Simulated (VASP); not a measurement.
# Pt (Fm-3m) in VASP: electric field gradients with HSE06

Aim: the electric field gradients of Pt with HSE06.

Program: VASP 6.6.1. These are calculated values, not measurements. Logs are shortened: lines on timing, memory, paths and dates and some standing lists are left out, and cuts for length are marked.

### Step 1. The cell of the first run

The structure is cubic, space group Fm-3m (No. 225). Conventional cell: a = 3.922 Å, b = 3.922 Å, c = 3.922 Å, α = 90.00°, β = 90.00°, γ = 90.00°. Within 3.7 Å of Pt (site symmetry m-3m) lie 12 Pt at 2.77 Å.

### Step 2. Electric field gradients, HSE06

File POSCAR:

```
Pt
1.0
    0.0000000000      3.9218000000      3.9218000000
    3.9218000000      0.0000000000      3.9218000000
    3.9218000000      3.9218000000      0.0000000000
Pt
8
Direct
    0.0000000000      0.0000000000      0.0000000000
    0.0000000000      0.0000000000      0.5000000000
    0.0000000000      0.5000000000      0.0000000000
    0.0000000000      0.5000000000      0.5000000000
    0.5000000000      0.0000000000      0.0000000000
    0.5000000000      0.0000000000      0.5000000000
    0.5000000000      0.5000000000      0.0000000000
    0.5000000000      0.5000000000      0.5000000000
```

File INCAR.step1:

```
SYSTEM = Pt
ALGO     = Normal         ! electronic algorithm
EDIFF    = 1E-5           ! SCF threshold, eV
ENCUT    = 520            ! plane-wave cutoff, eV
GGA      = PE             ! functional
ISIF     = 2              ! what is computed and relaxed
ISMEAR   = -1             ! smearing method
LASPH    = .TRUE.         ! aspherical terms in the spheres
LCHARG   = .FALSE.        ! write CHGCAR
LREAL    = .FALSE.        ! projectors in reciprocal space
LWAVE    = .TRUE.         ! write WAVECAR
NBANDS   = 50             ! bands
NELM     = 60             ! most SCF steps
PREC     = Accurate       ! precision mode
SIGMA    = 0.05           ! smearing width, eV
```

File INCAR.step2:

```
SYSTEM = Pt
ALGO     = Normal         ! electronic algorithm
EDIFF    = 1E-8           ! SCF threshold, eV
ENCUT    = 520            ! plane-wave cutoff, eV
GGA      = PE             ! functional
HFSCREEN = 0.2079         ! screening, 1/A
ISIF     = 2              ! what is computed and relaxed
ISMEAR   = -1             ! smearing method
ISTART   = 1            
LASPH    = .TRUE.         ! aspherical terms in the spheres
LCHARG   = .FALSE.        ! write CHGCAR
LEFG     = .TRUE.       
LHFCALC  = .TRUE.         ! exact exchange
LREAL    = .FALSE.        ! projectors in reciprocal space
LWAVE    = .FALSE.        ! write WAVECAR
NBANDS   = 50             ! bands
NELM     = 60             ! most SCF steps
PREC     = Accurate       ! precision mode
PRECFOCK = Fast         
SIGMA    = 0.05           ! smearing width, eV
```

File KPOINTS:

```
k-points
0
G
  3 3 3
  0 0 0
```

Potentials or basis: VASP PAW PBE potentials, release 64 (Pt).

Started as:

```bash
cat potpaw_PBE.64/Pt/POTCAR > POTCAR
cp INCAR.step1 INCAR
mpirun -np 1 vasp_std > vasp.out
cp INCAR.step2 INCAR
mpirun -np 1 vasp_std > vasp.out
```

OUTCAR:

```text
SYSTEM = Pt
   EDIFF = 1E-8
   ENCUT = 520
   GGA = PE
   HFSCREEN = 0.2079
   ISIF = 2
   ISMEAR = -1
   ISTART = 1
   LASPH = .TRUE.
   LHFCALC = .TRUE.
   LREAL = .FALSE.
   NELM = 60
   PREC = Accurate
   PRECFOCK = Fast

 ion  position               nearest neighbor table
   1  0.000  0.000  0.000-   2 2.77   3 2.77   5 2.77   2 2.77   4 2.77   6 2.77   3 2.77   4 2.77
                             7 2.77   5 2.77   6 2.77   7 2.77
   2  0.000  0.000  0.500-   1 2.77   4 2.77   6 2.77   1 2.77   3 2.77   5 2.77   3 2.77   4 2.77
                             8 2.77   5 2.77   6 2.77   8 2.77
   3  0.000  0.500  0.000-   1 2.77   4 2.77   7 2.77   2 2.77   4 2.77   8 2.77   1 2.77   2 2.77
                             5 2.77   5 2.77   7 2.77   8 2.77
   4  0.000  0.500  0.500-   2 2.77   3 2.77   8 2.77   1 2.77   3 2.77   7 2.77   1 2.77   2 2.77
                             6 2.77   6 2.77   7 2.77   8 2.77
   5  0.500  0.000  0.000-   1 2.77   6 2.77   7 2.77   2 2.77   6 2.77   8 2.77   3 2.77   7 2.77
                             8 2.77   1 2.77   2 2.77   3 2.77
   6  0.500  0.000  0.500-   2 2.77   5 2.77   8 2.77   1 2.77   5 2.77   7 2.77   4 2.77   7 2.77
                             8 2.77   1 2.77   2 2.77   4 2.77
   7  0.500  0.500  0.000-   3 2.77   5 2.77   8 2.77   4 2.77   6 2.77   8 2.77   1 2.77   5 2.77
                             6 2.77   1 2.77   3 2.77   4 2.77
   8  0.500  0.500  0.500-   4 2.77   6 2.77   7 2.77   3 2.77   5 2.77   7 2.77   2 2.77   5 2.77
                             6 2.77   2 2.77   3 2.77   4 2.77
[... 6 lines left out ...]
 A1 = (   0.0000000000,   3.9218000000,   3.9218000000)
 A2 = (   3.9218000000,   0.0000000000,   3.9218000000)
 A3 = (   3.9218000000,   3.9218000000,   0.0000000000)

Analysis of symmetry for initial positions (statically):
=====================================================================
 Subroutine PRICEL returns following result:

  LATTYP: Found a face centered cubic cell.
 ALAT       =     3.9218000000

  Lattice vectors:

 A1 = (   0.0000000000,   1.9609000000,   1.9609000000)
 A2 = (   1.9609000000,   0.0000000000,   1.9609000000)
 A3 = (   1.9609000000,   1.9609000000,   0.0000000000)

   8 primitive cells build up your supercell.

 Routine SETGRP: Setting up the symmetry group for a
 face centered cubic supercell.

 Subroutine GETGRP returns: Found 48 space group operations
 (whereof 48 operations were pure point group operations)
 out of a pool of 48 trial point group operations.

The static configuration has the point symmetry O_h .

Analysis of symmetry for dynamics (positions and initial velocities):
=====================================================================
 Subroutine PRICEL returns following result:

  LATTYP: Found a face centered cubic cell.
 ALAT       =     3.9218000000

  Lattice vectors:

 A1 = (   0.0000000000,   1.9609000000,   1.9609000000)
 A2 = (   1.9609000000,   0.0000000000,   1.9609000000)
 A3 = (   1.9609000000,   1.9609000000,   0.0000000000)

   8 primitive cells build up your supercell.

 Routine SETGRP: Setting up the symmetry group for a
 face centered cubic supercell.

 Subroutine GETGRP returns: Found 48 space group operations
 (whereof 48 operations were pure point group operations)
 out of a pool of 48 trial point group operations.

The dynamic configuration has the point symmetry O_h .

 Subroutine INISYM returns: Found 48 space group operations
 (whereof 48 operations are pure point group operations),
 and found     8 'primitive' translations

----------------------------------------------------------------------------------------

                                     Primitive cell

  volume of cell :      15.0798

  direct lattice vectors                    reciprocal lattice vectors
     0.000000000  1.960900000  1.960900000    -0.254984956  0.254984956  0.254984956
     1.960900000  0.000000000  1.960900000     0.254984956 -0.254984956  0.254984956
     1.960900000  1.960900000  0.000000000     0.254984956  0.254984956 -0.254984956

  length of vectors
     2.773131374  2.773131374  2.773131374     0.441646899  0.441646899  0.441646899

  position of ions in fractional coordinates (direct lattice)
     0.000000000  0.000000000  0.000000000

[... 55 lines left out ...]
   LREAL  =      F    real-space projection
   EDIFFG = 0.1E-06   stopping-criterion for IOM
   NSW    =      0    number of steps for IOM
   IBRION =     -1    ionic relax: 0-MD 1-quasi-New 2-CG
   NFREE  =      0    steps in history (QN), initial steepest desc. (CG)
   ISIF   =      2    stress and relaxation
   ISYM   =      3    0-nonsym 1-usesym 2-fastsym
   POTIM  = 0.5000    time-step for ionic-motion
   TEBEG  =    0.0;   TEEND  =   0.0 temperature during run
   PSTRESS=    0.0 pullay stress
   NELECT =      80.0000    total number of electrons
   NUPDOWN=      -1.0000    fix difference up-down
   EMIN   =  10.00;   EMAX   =-10.00  energy-range for DOS
   EFERMI =   0.00;   METHOD = LEGACY
   ISMEAR =    -1;   SIGMA  =   0.05  broadening in eV -4-tet -1-fermi 0-gaus
   EFERMI_NEDOS =   21; number of points for ismear=-14 and -15
   IALGO  =     38    algorithm
   IMIX   =      1    mixing-type and parameters
     AMIX     =   0.40;   BMIX     =  1.00
     AMIX_MAG =   1.60;   BMIX_MAG =  1.00
  volume/ion in A,a.u.               =      15.08       101.76
  Fermi-wavevector in a.u.,A,eV,Ry     =   1.427609  2.697791 27.729605  2.038068
  Thomas-Fermi vector in A             =   2.547760
   LORBIT       =      0    0 simple, 1 ext, 2 COOP (PROOUT), +10 PAW based schemes
   GGA     = PE    functional components
   LHFCALC =     T    Hartree Fock is set to
   PRECFOCK=fast      Normal, Fast or Accurate (Low or Medium for compatibility)
   ENCUT4O =  -1.0   cutoff for four orbital integrals eV
   NKREDX  =     1    reduce k-point grid by
   NKREDY  =     1    reduce k-point grid by
   NKREDZ  =     1    reduce k-point grid by
   AEXX    =    0.2500 exact exchange contribution
   HFSCREEN=    0.2079 screening length (either q_TF or 0.3 A-1)
   HFSCREENC=   0.2079 screening length for correlation (either q_TF or 0.3 A-1)
   ENCUTFOCK=  -1.0 apply spherical cutoff to Coloumb kernel
   IVDW    =     0    specifies the selected vdW correction
   LEPSILON=     F    determine dielectric tensor
   LRPA    =     F    only Hartree local field effects (RPA)
 non-spin polarized calculation
  energy-cutoff  :      520.00
  volume of cell :      120.64
 maximum number of plane-waves:      3287
 NGX is ok and might be reduce to    42
  NGX = 24; NGY = 24; NGZ = 24

 number of electron      80.0000003 magnetization

 Free energy of the ion-electron system (eV)
  ---------------------------------------------------
  ext. energy  EPLUGINS =         0.00000000
  ---------------------------------------------------
  free energy    TOTEN  =       -56.15901276 eV

  energy without entropy =      -56.06920672  energy(sigma->0) =      -56.11410974

 E-fermi :  10.5800     XC(G=0): -10.9784

 val. band max:       10.4655884684   @ k =  -0.3333   0.3333   0.0000
 cond. band min:      10.5962342992   @ k =   0.0000   0.0000   0.0000
 fundamental gap:      0.1306458308
 Fermi energy:        10.5799766706

 k-point     1 :       0.0000    0.0000    0.0000
  band No.  band energies     occupation
      1      -0.3381      2.00000
      2       2.5525      2.00000
      3       2.5525      2.00000
      4       2.5525      2.00000
      5       2.5525      2.00000
      6       2.6415      2.00000
[... 201 lines left out ...]
     49      17.5785      0.00000
     50      17.5785      0.00000

------------------------ aborting loop because EDIFF is reached ----------------------------------------

  FORCE on cell =-STRESS in cart. coord.  units (eV):
  Direction    XX          YY          ZZ          XY          YZ          ZX
  --------------------------------------------------------------------------------------
  -------------------------------------------------------------------------------------
  Total       -1.4925095     -1.4925095     -1.4925095      0.0000000      0.0000000      0.0000000
  in kB      -19.8217212    -19.8217212    -19.8217212      0.0000000      0.0000000      0.0000000
  external PRESSURE =     -19.8217212 kB  Pullay stress =       0.0000000 kB

 VOLUME and BASIS-vectors are now :
 -----------------------------------------------------------------------------
  energy-cutoff  :      520.00
  volume of cell :      120.64
      direct lattice vectors                 reciprocal lattice vectors
     0.000000000  3.921800000  3.921800000    -0.127492478  0.127492478  0.127492478
     3.921800000  0.000000000  3.921800000     0.127492478 -0.127492478  0.127492478
     3.921800000  3.921800000  0.000000000     0.127492478  0.127492478 -0.127492478

 POSITION                                       TOTAL-FORCE (eV/Angst)
 -----------------------------------------------------------------------------------
      0.00000      0.00000      0.00000         0.000000     -0.000000     -0.000000
      1.96090      1.96090      0.00000        -0.000000      0.000000     -0.000000
      1.96090      0.00000      1.96090        -0.000000      0.000000     -0.000000
      3.92180      1.96090      1.96090        -0.000000     -0.000000      0.000000
      0.00000      1.96090      1.96090        -0.000000     -0.000000     -0.000000
      1.96090      3.92180      1.96090         0.000000      0.000000      0.000000
      1.96090      1.96090      3.92180         0.000000     -0.000000     -0.000000
      3.92180      3.92180      3.92180         0.000000     -0.000000      0.000000
 -----------------------------------------------------------------------------------
    total drift:                               -0.000000     -0.000000      0.000002

  FREE ENERGIE OF THE ION-ELECTRON SYSTEM (eV)
  ---------------------------------------------------
  free  energy   TOTEN  =       -56.1590127646 eV

  energy  without entropy=      -56.0692067215  energy(sigma->0) =      -56.11410974

 Electric field gradients (V/A^2)
---------------------------------------------------------------------
 ion       V_xx      V_yy      V_zz      V_xy      V_xz      V_yz
---------------------------------------------------------------------
   1       0.000     0.000    -0.000     0.000     0.000     0.000
   2       0.000     0.000    -0.000     0.000    -0.000     0.000
   3       0.000     0.000    -0.000     0.000     0.000     0.000
   4       0.000     0.000    -0.000     0.000     0.000     0.000
   5       0.000     0.000    -0.000     0.000     0.000     0.000
   6       0.000     0.000    -0.000     0.000     0.000     0.000
   7       0.000     0.000    -0.000     0.000    -0.000     0.000
   8       0.000     0.000    -0.000     0.000     0.000     0.000
---------------------------------------------------------------------

 Electric field gradients after diagonalization (V/A^2)
 (convention: |V_zz| > |V_xx| > |V_yy|)
----------------------------------------------------------------------
 ion       V_xx      V_yy      V_zz     asymmetry (V_yy - V_xx)/ V_zz
----------------------------------------------------------------------
   1      -0.000    -0.000     0.000       0.640
   2      -0.000    -0.000     0.000       0.969
   3      -0.000    -0.000     0.000       0.429
   4      -0.000    -0.000     0.000       0.800
   5      -0.000    -0.000     0.000       0.832
   6      -0.000    -0.000     0.000       0.420
   7       0.000     0.000    -0.000       0.995
   8      -0.000    -0.000     0.000       0.640
----------------------------------------------------------------------

           NMR quadrupolar parameters

 Cq : quadrupolar parameter    Cq=e*Q*V_zz/h
 eta: asymmetry parameters     (V_yy - V_xx)/ V_zz
 Q  : nuclear electric quadrupole moment in mb (millibarn)
----------------------------------------------------------------------
 ion       Cq(MHz)       eta       Q (mb)
----------------------------------------------------------------------
   1       0.000       0.640       1.000
   2       0.000       0.969       1.000
   3       0.000       0.429       1.000
   4       0.000       0.800       1.000
   5       0.000       0.832       1.000
   6       0.000       0.420       1.000
   7      -0.000       0.995       1.000
   8       0.000       0.640       1.000
----------------------------------------------------------------------
```

It took 41 min on 1 thread of Intel Xeon 6975P-C (Granite Rapids), shared host; peak memory 0.37 GiB.

Results:

```
Free energy                             : -56.1590 eV
Pressure                                : -2.0 GPa
Band gap on the k mesh                  : zero (bands 40 and 41 overlap by 1.32 eV)
Largest electric field gradient by atom : zero within the noise of the run
```

Caveat: the k points lie up to 0.46 Å⁻¹ apart, too coarse for converged energies and pressures of a metal; the PAW data sets were made with another functional, which shifts forces and pressure a little; spin-orbit coupling is left out, which moves the levels of the heavy elements.
